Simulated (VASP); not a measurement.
# C21O in VASP: a series of runs

Runs on C21O. Level: PBE+D3(BJ). Tasks: single point.

All numbers are computed with VASP 6.6.1; they aren't measurements. Logs are shortened: lines on timing, memory, paths and dates and some standing lists are left out, and cuts for length are marked.

### 1 The cell of the first run

The cell holds a slab with vacuum, 22 atoms: a = 5.030 Å, b = 3.557 Å, c = 23.825 Å, α = 90.00°, β = 90.00°, γ = 90.00°.

### 2 Single point, PBE+D3(BJ)

File INCAR:

```
PREC     = Accurate       # precision mode
ENCUT    = 520            # plane-wave cutoff, eV
EDIFF    = 1E-6           # SCF threshold, eV
ISMEAR   = 0              # smearing method
SIGMA    = 0.05           # smearing width, eV
LREAL    = Auto         
LASPH    = T              # aspherical terms in the spheres
NELM     = 80             # most SCF steps
ALGO     = Normal         # electronic algorithm
ISIF     = 2              # what is computed and relaxed
LWAVE    = F              # write WAVECAR
LCHARG   = F              # write CHGCAR
LDIPOL   = T            
IDIPOL   = 3            
DIPOL    = 0.5 0.5 0.295
GGA      = PE             # functional
IVDW     = 12             # dispersion correction
NBANDS   = 62             # bands
```

File KPOINTS:

```
regular mesh
0
Gamma
  5 8 1
```

File POSCAR:

```
C21O
1.0
    5.0304222913      0.0000000000      0.0000000000
    0.0000000000      3.5570457144      0.0000000000
    0.0000000000      0.0000000000     23.8251416051
C O
21 1
Direct
    0.2500000000      0.0000000000      0.1678898731
    0.7500000000      0.0000000000      0.1678898731
    0.0000000000      0.2500000000      0.1678898731
    0.5000000000      0.2500000000      0.1678898731
    0.0000000000      0.5000000000      0.2206746831
    0.5000000000      0.5000000000      0.2206746831
    0.2500000000      0.7500000000      0.2206746831
    0.7500000000      0.7500000000      0.2206746831
    0.2500000000      0.0023818432      0.2733210081
    0.7500000000      0.0023818432      0.2733210081
    0.0000000000      0.2476181568      0.2733210081
    0.5000000000      0.2476181568      0.2733210081
    0.0000000000      0.5094747646      0.3275705903
    0.5000000000      0.5094747646      0.3275705903
    0.2500000000      0.7405252354      0.3275705903
    0.7500000000      0.7405252354      0.3275705903
    0.2500000000      0.0286707501      0.3725115994
    0.7500000000      0.0286707501      0.3725115994
    0.0000000000      0.2213292499      0.3725115994
    0.5000000000      0.2213292499      0.3725115994
    0.3750000000      0.0286707501      0.5425000959
    0.3750000000      0.0286707501      0.4942317574
```

Potentials or basis: VASP PAW PBE potentials, release 64 (C, O).

Started as:

```console
cat potpaw_PBE.64/C/POTCAR potpaw_PBE.64/O/POTCAR > POTCAR
mpirun -np 1 vasp_std > vasp.out
```

OUTCAR:

```text
PREC = Accurate
   ENCUT = 520
   EDIFF = 1E-6
   ISMEAR = 0
   LREAL = Auto
   LASPH = T
   NELM = 80
   ISIF = 2
   GGA = PE
   IVDW = 12
 IVDW          = 12

 ion  position               nearest neighbor table
   1  0.250  0.000  0.168-   3 1.54   4 1.54   7 1.54
   2  0.750  0.000  0.168-   3 1.54   4 1.54   8 1.54
   3  0.000  0.250  0.168-   1 1.54   2 1.54   5 1.54
   4  0.500  0.250  0.168-   1 1.54   2 1.54   6 1.54
   5  0.000  0.500  0.221-   7 1.54   8 1.54   3 1.54  11 1.54
   6  0.500  0.500  0.221-   7 1.54   8 1.54   4 1.54  12 1.54
   7  0.250  0.750  0.221-   5 1.54   6 1.54   1 1.54   9 1.54
   8  0.750  0.750  0.221-   5 1.54   6 1.54   2 1.54  10 1.54
   9  0.250  0.002  0.273-  11 1.53  12 1.53   7 1.54  15 1.59
  10  0.750  0.002  0.273-  11 1.53  12 1.53   8 1.54  16 1.59
  11  0.000  0.248  0.273-   9 1.53  10 1.53   5 1.54  13 1.59
  12  0.500  0.248  0.273-   9 1.53  10 1.53   6 1.54  14 1.59
  13  0.000  0.509  0.328-  19 1.48  16 1.50  15 1.50  11 1.59
  14  0.500  0.509  0.328-  20 1.48  16 1.50  15 1.50  12 1.59
  15  0.250  0.741  0.328-  17 1.48  14 1.50  13 1.50   9 1.59
  16  0.750  0.741  0.328-  18 1.48  14 1.50  13 1.50  10 1.59
  17  0.250  0.029  0.373-  19 1.43  20 1.43  15 1.48
  18  0.750  0.029  0.373-  19 1.43  20 1.43  16 1.48
  19  0.000  0.221  0.373-  17 1.43  18 1.43  13 1.48
  20  0.500  0.221  0.373-  17 1.43  18 1.43  14 1.48
  21  0.375  0.029  0.543-  22 1.15
  22  0.375  0.029  0.494-  21 1.15

  LATTYP: Found a simple orthorhombic cell.
 ALAT       =     3.5570457144
 B/A-ratio  =     1.4142135624
 C/A-ratio  =     6.6980138908

  Lattice vectors:

 A1 = (   0.0000000000,  -3.5570457144,   0.0000000000)
 A2 = (   5.0304222913,   0.0000000000,   0.0000000000)
 A3 = (   0.0000000000,   0.0000000000,  23.8251416051)

Analysis of symmetry for initial positions (statically):
=====================================================================
 Subroutine PRICEL returns:
 Original cell was already a primitive cell.

 Routine SETGRP: Setting up the symmetry group for a
 simple orthorhombic supercell.

 Subroutine GETGRP returns: Found  1 space group operations
 (whereof  1 operations were pure point group operations)
 out of a pool of  8 trial point group operations.

The static configuration has the point symmetry C_1 .

Analysis of symmetry for dynamics (positions and initial velocities):
=====================================================================
 Subroutine PRICEL returns:
 Original cell was already a primitive cell.

 Routine SETGRP: Setting up the symmetry group for a
 simple orthorhombic supercell.

 Subroutine GETGRP returns: Found  1 space group operations
 (whereof  1 operations were pure point group operations)
 out of a pool of  8 trial point group operations.

The dynamic configuration has the point symmetry C_1 .

 Subroutine INISYM returns: Found  1 space group operations
 (whereof  1 operations are pure point group operations),
 and found     1 'primitive' translations

----------------------------------------------------------------------------------------

                                     Primitive cell

  volume of cell :     426.3138

  direct lattice vectors                    reciprocal lattice vectors
     5.030422291  0.000000000  0.000000000     0.198790468  0.000000000  0.000000000
     0.000000000  3.557045714  0.000000000     0.000000000  0.281132175  0.000000000
     0.000000000  0.000000000 23.825141605     0.000000000  0.000000000  0.041972468

  length of vectors
     5.030422291  3.557045714 23.825141605     0.198790468  0.281132175  0.041972468

  position of ions in fractional coordinates (direct lattice)
     0.250000000  0.000000000  0.167889873
     0.750000000  0.000000000  0.167889873
     0.000000000  0.250000000  0.167889873
     0.500000000  0.250000000  0.167889873
     0.000000000  0.500000000  0.220674683
     0.500000000  0.500000000  0.220674683
[... 14 lines left out ...]
     0.375000000  0.028670750  0.542500096
     0.375000000  0.028670750  0.494231757

  ion indices of the primitive-cell ions
   primitive index   ion index
                 1           1
                 2           2
                 3           3
                 4           4
                 5           5
                 6           6
[... 14 lines left out ...]
                21          21
                22          22

----------------------------------------------------------------------------------------

 KPOINTS: regular mesh

Automatic generation of k-mesh.
 Grid dimensions read from file:
 generate k-points for:    5    8    1

 Generating k-lattice:

  Cartesian coordinates                     Fractional coordinates (reciprocal lattice)
     0.039758094  0.000000000  0.000000000     0.200000000  0.000000000  0.000000000
     0.000000000  0.035141522  0.000000000     0.000000000  0.125000000  0.000000000
     0.000000000  0.000000000  0.041972468     0.000000000  0.000000000  1.000000000

  Length of vectors
     0.039758094  0.035141522  0.041972468

  Shift w.r.t. Gamma in fractional coordinates (k-lattice)
     0.000000000  0.000000000  0.000000000

 Subroutine IBZKPT returns following result:
 ===========================================

 Found     21 irreducible k-points:

 Following reciprocal coordinates:
            Coordinates               Weight
  0.000000  0.000000  0.000000      1.000000
  0.200000  0.000000  0.000000      2.000000
  0.400000  0.000000  0.000000      2.000000
  0.000000  0.125000  0.000000      2.000000
  0.200000  0.125000  0.000000      2.000000
 -0.200000  0.125000  0.000000      2.000000
[... 13 lines left out ...]
  0.200000  0.500000  0.000000      2.000000
  0.400000  0.500000  0.000000      2.000000
   k-points           NKPTS =     21   k-points in BZ     NKDIM =     21   number of bands    NBANDS=     62
   number of dos      NEDOS =    301   number of ions     NIONS =     22
   total plane-waves  NPLWV = 201600
   dimension x,y,z NGX =    40 NGY =   28 NGZ =  180
   dimension x,y,z NGXF=    80 NGYF=   56 NGZF=  360
   ions per type =              21   1
   NGX,Y,Z   is equivalent  to a cutoff of  13.22, 13.09, 12.56 a.u.
   NGXF,Y,Z  is equivalent  to a cutoff of  26.44, 26.17, 25.12 a.u.
 SYSTEM =  unknown system
   PREC   = accura    normal or accurate (medium, high low for compatibility)
   ISTART =      0    job   : 0-new  1-cont  2-samecut
   ICHARG =      2    charge: 1-file 2-atom 10-const
   ISPIN  =      1    spin polarized calculation?
   LNONCOLLINEAR =      F non collinear calculations
   LSORBIT =      F    spin-orbit coupling
   LASPH  =      T    aspherical Exc in radial PAW
   ENCUT  =  520.0 eV  38.22 Ry    6.18 a.u.   9.35  6.61 44.30*2*pi/ulx,y,z
   NELM   =     80;   NELMIN=  2; NELMDL= -5     # of ELM steps
   EDIFF  = 0.1E-05   stopping-criterion for ELM
   LREAL  =      T    real-space projection
   EDIFFG = 0.1E-04   stopping-criterion for IOM
   NSW    =      0    number of steps for IOM
[... 5 lines left out ...]
   TEBEG  =    0.0;   TEEND  =   0.0 temperature during run
   PSTRESS=    0.0 pullay stress
   NELECT =      90.0000    total number of electrons
   NUPDOWN=      -1.0000    fix difference up-down
   EMIN   =  10.00;   EMAX   =-10.00  energy-range for DOS
   EFERMI =   0.00;   METHOD = LEGACY
   ISMEAR =     0;   SIGMA  =   0.05  broadening in eV -4-tet -1-fermi 0-gaus
   EFERMI_NEDOS =   21; number of points for ismear=-14 and -15
   IALGO  =     38    algorithm
   IMIX   =      4    mixing-type and parameters
     AMIX     =   0.40;   BMIX     =  1.00
     AMIX_MAG =   1.60;   BMIX_MAG =  1.00
  volume/ion in A,a.u.               =      19.38       130.77
  Fermi-wavevector in a.u.,A,eV,Ry     =   0.974793  1.842092 12.928555  0.950222
  Thomas-Fermi vector in A             =   2.105281
   LORBIT       =      0    0 simple, 1 ext, 2 COOP (PROOUT), +10 PAW based schemes
   GGA     = PE    functional components
   LHFCALC =     F    Hartree Fock is set to
   AEXX    =    0.0000 exact exchange contribution
   IVDW    =    12    specifies the selected vdW correction
   LEPSILON=     F    determine dielectric tensor
   LRPA    =     F    only Hartree local field effects (RPA)
 non-spin polarized calculation
 Gauss-broadening in eV      SIGMA  =   0.05
  energy-cutoff  :      520.00
  volume of cell :      426.31
 maximum number of plane-waves:     11543
 NGX is ok and might be reduce to    40
   NGX = 19   NGY = 13   NGZ = 89

 dipolmoment           0.000000      0.000000      0.113407 electrons x Angstroem

 number of electron      90.0000002 magnetization

 dipolmoment           0.000000      0.000000     -0.043903 electrons x Angstroem

 Free energy of the ion-electron system (eV)
  ---------------------------------------------------
  ext. energy  EPLUGINS =         0.00000000
  ---------------------------------------------------
  free energy    TOTEN  =      -183.25820060 eV

  energy without entropy =     -183.25320876  energy(sigma->0) =     -183.25570468

 E-fermi :  -1.1613     XC(G=0):  -5.0658

 val. band max:       -1.1758762399   @ k =   0.4000   0.5000   0.0000
 cond. band min:      -1.1171046247   @ k =   0.4000   0.5000   0.0000
 fundamental gap:      0.0587716152
 Fermi energy:        -1.1613236795

 k-point     1 :       0.0000    0.0000    0.0000
  band No.  band energies     occupation
      1     -25.2122      2.00000
      2     -22.6782      2.00000
      3     -20.8051      2.00000
      4     -18.2319      2.00000
      5     -18.2312      2.00000
      6     -17.7681      2.00000
[... 49 lines left out ...]
     56       4.2774      0.00000
     57       4.3077      0.00000

 k-point     2 :       0.2000    0.0000    0.0000
  band No.  band energies     occupation
      1     -25.2122      2.00000
      2     -22.4946      2.00000
      3     -20.6256      2.00000
      4     -19.7901      2.00000
      5     -17.9833      2.00000
      6     -17.5950      2.00000
[... 1133 lines left out ...]
  band No.  band energies     occupation
      1     -25.1791      2.00000
      2     -19.8606      2.00000
      3     -19.5492      2.00000
      4     -18.9963      2.00000
      5     -18.6951      2.00000
      6     -18.0776      2.00000
[... 49 lines left out ...]
     56       6.7759      0.00000
     57       7.0381      0.00000
 [bands above 57 left out]

------------------------ aborting loop because EDIFF is reached ----------------------------------------

 vacuum level on the upper side and lower side of the slab       (xc-potential included)        -0.224         0.210

 Edisp (eV)   -3.12910

 E8    (eV) :    -0.9364

  FORCE on cell =-STRESS in cart. coord.  units (eV):
  Direction    XX          YY          ZZ          XY          YZ          ZX
  --------------------------------------------------------------------------------------
  -------------------------------------------------------------------------------------
  Total      -8.22916    11.22017    -4.67897     0.04094    -0.08225     0.01787
  in kB     -30.92691    42.16777   -17.58454     0.15386    -0.30913     0.06717
  external pressure =       -2.11 kB  Pullay stress =        0.00 kB

 VOLUME and BASIS-vectors are now :
 -----------------------------------------------------------------------------
  energy-cutoff  :      520.00
  volume of cell :      426.31
      direct lattice vectors                 reciprocal lattice vectors
     5.030422291  0.000000000  0.000000000     0.198790468  0.000000000  0.000000000
     0.000000000  3.557045714  0.000000000     0.000000000  0.281132175  0.000000000
     0.000000000  0.000000000 23.825141605     0.000000000  0.000000000  0.041972468

 POSITION                                       TOTAL-FORCE (eV/Angst)
 -----------------------------------------------------------------------------------
      1.25761      0.00000      4.00000         0.004937      4.255027      0.935144
      3.77282      0.00000      4.00000         0.008996      4.262701      0.940984
      0.00000      0.88926      4.00000        -0.009560     -4.261156      0.939515
      2.51521      0.88926      4.00000        -0.004368     -4.257022      0.938244
      0.00000      1.77852      5.25761        -0.001007      1.058766     -0.974579
      2.51521      1.77852      5.25761         0.000557      1.061657     -0.962427
[... 14 lines left out ...]
      1.88641      0.10198     12.92514        -0.002770      0.004596     -0.690944
      1.88641      0.10198     11.77514         0.010201     -0.041928      0.917050
 -----------------------------------------------------------------------------------
    total drift:                               -0.000003     -0.001556      0.035604

  FREE ENERGIE OF THE ION-ELECTRON SYSTEM (eV)
  ---------------------------------------------------
  free  energy   TOTEN  =      -186.3872996354 eV

  energy  without entropy=     -186.3823077869  energy(sigma->0) =     -186.38480371

 vacuum level on the upper side and lower side of the slab         4.417         4.801
```

Run time: 13 min. Hardware: 1 thread of Intel Xeon Platinum 8488C (Sapphire Rapids), shared host; peak memory 0.67 GiB.

Results:

```
Free energy                : -186.3873 eV
Largest force              : 4.365 eV/Å
Band gap on the k mesh     : zero (bands 45 and 46 overlap by 0.02 eV)
Dispersion energy per atom : -0.142 eV
```

Forces on the atoms (eV/Å):
```
C    0.005  4.255  0.935
C    0.009  4.263  0.941
C   -0.010 -4.261  0.940
C   -0.004 -4.257  0.938
C   -0.001  1.059 -0.975
C    0.001  1.062 -0.962
C    0.000 -1.063 -0.962
C    0.001 -1.059 -0.976
C    0.001 -0.004 -0.005
C    0.000 -0.011  0.019
C    0.000  0.012  0.017
C   -0.001  0.012 -0.008
C    0.014  0.008 -0.029
C   -0.008 -0.025 -0.015
C    0.004  0.009 -0.001
C   -0.010 -0.012 -0.024
C   -0.063  0.015 -0.139
C   -0.033  0.000  0.058
C    0.035  0.004  0.073
C    0.053  0.031 -0.052
C   -0.003  0.005 -0.691
O    0.010 -0.042  0.917
```

Levels at points of the mesh, in eV from the Fermi level:
```tsv
k point	band 42	band 43	band 44	band 45	band 46	band 47	band 48	band 49
(0.00, 0.00, 0.00)	-0.80	-0.72	-0.70	-0.05	-0.04	0.14	1.51	2.95
(0.00, 0.50, 0.00)	-0.55	-0.35	-0.16	-0.15	0.14	0.63	0.65	0.99
```

### 3 Single point, PBE+D3(BJ)

File INCAR:

```
PREC = Accurate ; ENCUT = 520
EDIFF = 1E-6 ; ISMEAR = 0
SIGMA = 0.05 ; LREAL = Auto
LASPH = True ; NELM = 100
ALGO = Normal ; ISIF = 2
LWAVE = False ; LCHARG = False
LDIPOL = True ; IDIPOL = 3
DIPOL = 0.5 0.5 0.295 ; GGA = PE
IVDW = 12 ; NBANDS = 62
```

KPOINTS is that of step 2.

POSCAR, as its differences from that of step 2:

```diff
@@ -28,3 +28,3 @@
     0.5000000000      0.2213292499      0.3725115994
-    0.3750000000      0.0286707501      0.5425000959
-    0.3750000000      0.0286707501      0.4942317574
+    0.3750000000      0.5286707501      0.5425000959
+    0.3750000000      0.5286707501      0.4942317574
```

Potentials or basis: VASP PAW PBE potentials, release 64 (C, O).

Started as:

```console
cat potpaw_PBE.64/C/POTCAR potpaw_PBE.64/O/POTCAR > POTCAR
mpirun -np 1 vasp_std > vasp.out
```

It took 15 min on 1 thread of Intel Xeon Platinum 8488C (Sapphire Rapids), shared host; peak memory 0.66 GiB.

Results (log left out):

```yaml
Free_energy: -186.4415 eV
Largest_force: 4.364 eV/Å
Band_gap_on_the_k_mesh: zero (bands 45 and 46 overlap by 0.03 eV)
Dispersion_energy_per_atom: -0.142 eV
```

Forces in eV/Å, atoms in the order of the input:
```
C   -0.002  4.262  0.937
C    0.000  4.259  0.941
C    0.000 -4.260  0.942
C    0.001 -4.260  0.934
C   -0.001  1.061 -0.974
C    0.001  1.066 -0.963
C   -0.002 -1.065 -0.964
C    0.001 -1.061 -0.973
C    0.000 -0.010  0.000
C    0.000 -0.010  0.017
C    0.000  0.010  0.019
C    0.000  0.003  0.002
C    0.005  0.009 -0.023
C   -0.003  0.007  0.009
C    0.007  0.006 -0.004
C   -0.009 -0.006 -0.029
C   -0.010  0.003  0.021
C   -0.014 -0.007  0.071
C    0.012  0.004  0.056
C    0.018 -0.041 -0.059
C    0.002 -0.005 -0.709
O   -0.008  0.034  0.748
```

Levels at points of the mesh, in eV from the Fermi level:
| k point | band 42 | band 43 | band 44 | band 45 | band 46 | band 47 | band 48 | band 49 |
| --- | --- | --- | --- | --- | --- | --- | --- | --- |
| (0.00, 0.00, 0.00) | -0.80 | -0.71 | -0.71 | -0.04 | -0.04 | 0.14 | 1.51 | 2.99 |
| (0.00, 0.50, 0.00) | -0.55 | -0.37 | -0.16 | -0.16 | 0.14 | 0.64 | 0.64 | 1.05 |

(Part 1 of 2 ends here.)

The gap in the log of VASP goes by the Fermi energy; the results here count the filled bands.